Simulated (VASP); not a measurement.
# CaSe (Fm-3m) in VASP: further runs

Aim: see how the results for CaSe move with the level of theory and the settings. Levels: PBE, BLYP. Tasks: single point, relaxation of the atoms.

Program: VASP 6.6.1. These are calculated values, not measurements. Logs are shortened: lines on timing, memory, paths and dates and some standing lists are left out, and cuts for length are marked.

## Step 1: The cell of the first run

Symmetry: Fm-3m, No. 225, cubic system. Conventional cell: a = 5.940 Å, b = 5.940 Å, c = 5.940 Å, α = 90.00°, β = 90.00°, γ = 90.00°. Within 3.9 Å of Ca (site symmetry m-3m) lie 6 Se at 2.97 Å. Se (site symmetry m-3m) has 6 Ca at 2.97 Å within 3.9 Å.

## Step 2: Single point, PBE, collinear spin, zero start

Contents of INCAR:

```
SYSTEM = CaSe
PREC = Accurate
ENCUT = 520
EDIFF = 1E-6
ISMEAR = 1
SIGMA = 0.028
LREAL = .FALSE.
LASPH = .TRUE.
NELM = 150
ALGO = Normal
ISIF = 2
LWAVE = .FALSE.
LCHARG = .TRUE.
ISPIN = 2
MAGMOM = 0 0
LORBIT = 11
GGA = PE
LELF = .TRUE.
LVHAR = .TRUE.
NBANDS = 19
ISYM = 0
```

Contents of KPOINTS:

```
Automatic mesh
0
Gamma
  4 4 4
  0.5 0.5 0.5
```

Contents of POSCAR:

```
CaSe
1.0
    0.0000000000      2.9702381052      2.9702381052
    2.9702381052      0.0000000000      2.9702381052
    2.9702381052      2.9702381052      0.0000000000
Ca Se
1 1
Direct
    0.0000000000      0.0000000000      0.0000000000
    0.5000000000      0.5000000000      0.5000000000
```

Potentials or basis: VASP PAW PBE potentials, release 64 (Ca_sv, Se).

Run with:

```bash
cat potpaw_PBE.64/Ca_sv/POTCAR potpaw_PBE.64/Se/POTCAR > POTCAR
mpirun -np 1 vasp_std > vasp.out
```

OUTCAR:

```text
SYSTEM = CaSe
   PREC = Accurate
   ENCUT = 520
   EDIFF = 1E-6
   ISMEAR = 1
   LREAL = .FALSE.
   LASPH = .TRUE.
   NELM = 150
   ISIF = 2
   ISPIN = 2
   LORBIT = 11
   GGA = PE
   ISYM = 0

 ion  position               nearest neighbor table
   1  0.000  0.000  0.000-   2 2.97   2 2.97   2 2.97   2 2.97   2 2.97   2 2.97
   2  0.500  0.500  0.500-   1 2.97   1 2.97   1 2.97   1 2.97   1 2.97   1 2.97

IMPORTANT INFORMATION: All symmetrisations will be switched off!
NOSYMM: (Re-)initialisation of all symmetry stuff for point group C_1.

----------------------------------------------------------------------------------------

                                     Primitive cell

  volume of cell :      52.4087

  direct lattice vectors                    reciprocal lattice vectors
     0.000000000  2.970238105  2.970238105    -0.168336673  0.168336673  0.168336673
     2.970238105  0.000000000  2.970238105     0.168336673 -0.168336673  0.168336673
     2.970238105  2.970238105  0.000000000     0.168336673  0.168336673 -0.168336673

  length of vectors
     4.200551012  4.200551012  4.200551012     0.291567670  0.291567670  0.291567670

  position of ions in fractional coordinates (direct lattice)
     0.000000000  0.000000000  0.000000000
     0.500000000  0.500000000  0.500000000

  ion indices of the primitive-cell ions
   primitive index   ion index
                 1           1
                 2           2

----------------------------------------------------------------------------------------

 KPOINTS: Automatic mesh

Automatic generation of k-mesh.
 Grid dimensions read from file:
 generate k-points for:    4    4    4

 Generating k-lattice:

  Cartesian coordinates                     Fractional coordinates (reciprocal lattice)
    -0.042084168  0.042084168  0.042084168     0.250000000  0.000000000  0.000000000
     0.042084168 -0.042084168  0.042084168     0.000000000  0.250000000  0.000000000
     0.042084168  0.042084168 -0.042084168     0.000000000  0.000000000  0.250000000

  Length of vectors
     0.072891918  0.072891918  0.072891918

  Shift w.r.t. Gamma in fractional coordinates (k-lattice)
     0.500000000  0.500000000  0.500000000

 Subroutine IBZKPT returns following result:
 ===========================================

 Found    128 irreducible k-points:

 Following reciprocal coordinates:
            Coordinates               Weight
  0.125000  0.125000  0.125000      2.000000
  0.125000  0.000000  0.000000      2.000000
  0.000000  0.000000 -0.125000      2.000000
  0.000000  0.125000  0.000000      2.000000
  0.375000  0.125000  0.125000      2.000000
[... 57 lines left out ...]
     AMIX     =   0.40;   BMIX     =  1.00
     AMIX_MAG =   1.60;   BMIX_MAG =  1.00
  volume/ion in A,a.u.               =      26.20       176.84
  Fermi-wavevector in a.u.,A,eV,Ry     =   1.102335  2.083111 16.533014  1.215142
  Thomas-Fermi vector in A             =   2.238776
   LORBIT       =     11    0 simple, 1 ext, 2 COOP (PROOUT), +10 PAW based schemes
   GGA     = PE    functional components
   LHFCALC =     F    Hartree Fock is set to
   AEXX    =    0.0000 exact exchange contribution
   IVDW    =     0    specifies the selected vdW correction
   LEPSILON=     F    determine dielectric tensor
   LRPA    =     F    only Hartree local field effects (RPA)
 spin polarized calculation
 Methfessel and Paxton  Order N= 1 SIGMA  =   0.03
  energy-cutoff  :      520.00
  volume of cell :       52.41
 maximum number of plane-waves:      1423
   NGX = 15   NGY = 15   NGZ = 15

 number of electron      15.9999996 magnetization       0.0000016

 number of electron      15.9999996 magnetization      -0.0000007

 Free energy of the ion-electron system (eV)
  ---------------------------------------------------
  ext. energy  EPLUGINS =         0.00000000
  ---------------------------------------------------
  free energy    TOTEN  =        -9.48495678 eV

  energy without entropy =       -9.48505824  energy(sigma->0) =       -9.48499060

 E-fermi :   2.1483     XC(G=0):  -9.1016

 val. band max:        2.1247609910   @ k =   0.0000   0.0000  -0.1250
 cond. band min:       4.8506183506   @ k =   0.1250   0.5000   0.5000
 fundamental gap:      2.7258573596
 Fermi energy:         2.1483324832

 spin component 1

 k-point     1 :       0.1250    0.1250    0.1250
  band No.  band energies     occupation
      1     -37.4275      1.00000
      2     -18.4362      1.00000
      3     -18.4212      1.00000
      4     -18.4212      1.00000
      5      -9.3068      1.00000
      6       1.6008      1.00000
[... 517 lines left out ...]
     18      15.8540      0.00000
     19      15.8755      0.00000

 [... further k-points ...]

 spin component 2

 k-point     1 :       0.1250    0.1250    0.1250
  band No.  band energies     occupation
      1     -37.4275      1.00000
      2     -18.4362      1.00000
      3     -18.4212      1.00000
      4     -18.4212      1.00000
      5      -9.3068      1.00000
      6       1.6008      1.00000
[... 517 lines left out ...]
     18      15.8540      0.00000
     19      15.8755      0.00000

 [... further k-points ...]
[... 5 lines left out ...]
  --------------------------------------------------------------------------------------
  -------------------------------------------------------------------------------------
  Total        0.1952941      0.1952906      0.1952900      0.0000010      0.0000011      0.0000012
  in kB        5.9702972      5.9701889      5.9701715      0.0000308      0.0000342      0.0000374
  external PRESSURE =       5.9702192 kB  Pullay stress =       0.0000000 kB

 VOLUME and BASIS-vectors are now :
 -----------------------------------------------------------------------------
  energy-cutoff  :      520.00
  volume of cell :       52.41
      direct lattice vectors                 reciprocal lattice vectors
     0.000000000  2.970238105  2.970238105    -0.168336673  0.168336673  0.168336673
     2.970238105  0.000000000  2.970238105     0.168336673 -0.168336673  0.168336673
     2.970238105  2.970238105  0.000000000     0.168336673  0.168336673 -0.168336673

 POSITION                                       TOTAL-FORCE (eV/Angst)
 -----------------------------------------------------------------------------------
      0.00000      0.00000      0.00000         0.000000     -0.000000      0.000001
      2.97024      2.97024      2.97024        -0.000000      0.000000     -0.000001
 -----------------------------------------------------------------------------------
    total drift:                                0.000000     -0.000001      0.000001

  FREE ENERGIE OF THE ION-ELECTRON SYSTEM (eV)
  ---------------------------------------------------
  free  energy   TOTEN  =        -9.4849567768 eV

  energy  without entropy=       -9.4850582401  energy(sigma->0) =       -9.48499060

 total charge

# of ion       s       p       d       tot
------------------------------------------
    1        2.032   5.852   0.235   8.119
    2        1.430   2.488   0.005   3.923
--------------------------------------------------
tot          3.462   8.340   0.240  12.043

 magnetization (x)

# of ion       s       p       d       tot
------------------------------------------
    1        0.000  -0.000  -0.000   0.000
    2       -0.000   0.000   0.000   0.000
--------------------------------------------------
tot          0.000   0.000  -0.000   0.000
```

stdout:

```text
POSCAR found type information on POSCAR CaSe
 POSCAR found :  2 types and       2 ions
 scaLAPACK will be used
 LDA part: xc-table for (Slater+PW92), standard interpolation
 POSCAR, INCAR and KPOINTS ok, starting setup
 FFT: planning ... GRIDC
 FFT: planning ... GRID_SOFT
 FFT: planning ... GRID
 WAVECAR not read
 entering main loop
```

Run time: 6 min. Hardware: 1 thread of AMD EPYC 7R13, shared host; peak memory 0.31 GiB.

Results:

| Quantity | Value |
| --- | --- |
| Free energy | -9.4850 eV |
| Pressure | 0.6 GPa |
| Band gap on the k mesh | 2.73 eV, indirect (least direct gap 3.45 eV) |
| Net moment | 0.00 μB per cell |
| Valence electrons inside the program's atomic spheres | Ca 8.12; Se 3.92 |

A k mesh can miss the band edges.

## Step 3: Relaxation of the atoms, BLYP

Contents of INCAR:

```
SYSTEM = CaSe
PREC = Accurate
ENCUT = 520
EDIFF = 1E-7
ISMEAR = 0
SIGMA = 0.1
LREAL = .FALSE.
LASPH = .TRUE.
NELM = 100
ALGO = Normal
ISIF = 2
LWAVE = .FALSE.
LCHARG = .FALSE.
GGA = B5
ALDAX = 1.0
AGGAX = 1.0
AGGAC = 1.0
ALDAC = 0.0
IBRION = 2
NSW = 30
EDIFFG = -0.005
```

Contents of KPOINTS:

```
Automatic mesh
0
G
  4 4 4
  0 0 0
```

POSCAR is that of step 2.

Potentials or basis: VASP PAW PBE potentials, release 64 (Ca_sv, Se).

Run with:

```bash
cat potpaw_PBE.64/Ca_sv/POTCAR potpaw_PBE.64/Se/POTCAR > POTCAR
mpirun -np 1 vasp_std > vasp.out
```

OUTCAR:

```text
SYSTEM = CaSe
   PREC = Accurate
   ENCUT = 520
   EDIFF = 1E-7
   ISMEAR = 0
   LREAL = .FALSE.
   LASPH = .TRUE.
   NELM = 100
   ISIF = 2
   GGA = B5
   IBRION = 2
   NSW = 30
   EDIFFG = -0.005

 ion  position               nearest neighbor table
   1  0.000  0.000  0.000-   2 2.97   2 2.97   2 2.97   2 2.97   2 2.97   2 2.97
   2  0.500  0.500  0.500-   1 2.97   1 2.97   1 2.97   1 2.97   1 2.97   1 2.97

  LATTYP: Found a face centered cubic cell.
[... 294 lines left out ...]

  FORCE on cell =-STRESS in cart. coord.  units (eV):
  Direction    XX          YY          ZZ          XY          YZ          ZX
  --------------------------------------------------------------------------------------
  -------------------------------------------------------------------------------------
  Total        0.9113889      0.9113889      0.9113889     -0.0000000      0.0000000      0.0000000
  in kB       27.8618862     27.8618862     27.8618862     -0.0000000      0.0000000      0.0000000
  external PRESSURE =      27.8618862 kB  Pullay stress =       0.0000000 kB

 VOLUME and BASIS-vectors are now :
 -----------------------------------------------------------------------------
  energy-cutoff  :      520.00
  volume of cell :       52.41
      direct lattice vectors                 reciprocal lattice vectors
     0.000000000  2.970238105  2.970238105    -0.168336673  0.168336673  0.168336673
     2.970238105  0.000000000  2.970238105     0.168336673 -0.168336673  0.168336673
     2.970238105  2.970238105  0.000000000     0.168336673  0.168336673 -0.168336673

 POSITION                                       TOTAL-FORCE (eV/Angst)
 -----------------------------------------------------------------------------------
      0.00000      0.00000      0.00000         0.000000     -0.000000     -0.000000
      2.97024      2.97024      2.97024         0.000000      0.000000      0.000000
 -----------------------------------------------------------------------------------
    total drift:                                0.000000     -0.000000     -0.000000

  FREE ENERGIE OF THE ION-ELECTRON SYSTEM (eV)
  ---------------------------------------------------
  free  energy   TOTEN  =        -8.5314063678 eV

  energy  without entropy=       -8.5314063678  energy(sigma->0) =       -8.53140637

 reached required accuracy - stopping structural energy minimisation
```

CONTCAR:

```text
CaSe
   1.00000000000000
     0.0000000000000000    2.9702381052000000    2.9702381052000000
     2.9702381052000000    0.0000000000000000    2.9702381052000000
     2.9702381052000000    2.9702381052000000    0.0000000000000000
  Ca              Se
     1     1
Direct
     0.0000000000000000    0.0000000000000000    0.0000000000000000
     0.5000000000000000    0.5000000000000000    0.5000000000000000

  0.00000000E+00  0.00000000E+00  0.00000000E+00
  0.00000000E+00  0.00000000E+00  0.00000000E+00
```

Wall time 41 s (1 thread of AMD EPYC 7R13, shared host); peak memory 0.14 GiB.

What came out:

* Free energy: -8.5314 eV
* Pressure after relaxing: 2.8 GPa
* Band gap on the k mesh: 2.15 eV, indirect (least direct gap 3.04 eV)

Final structure:
```
Ca Se
1.0
     0.00000    2.97024    2.97024
     2.97024    0.00000    2.97024
     2.97024    2.97024    0.00000
Ca Se
1 1
Direct
  0.00000 0.00000 0.00000
  0.50000 0.50000 0.50000
```

Caveat: the k points lie up to 0.46 Å⁻¹ apart; the relaxation stopped at its first step, so nothing moved; the PAW data sets were made with another functional, which shifts forces and pressure a little. BLYP gaps usually lie below the measured ones, often by a third to a half.
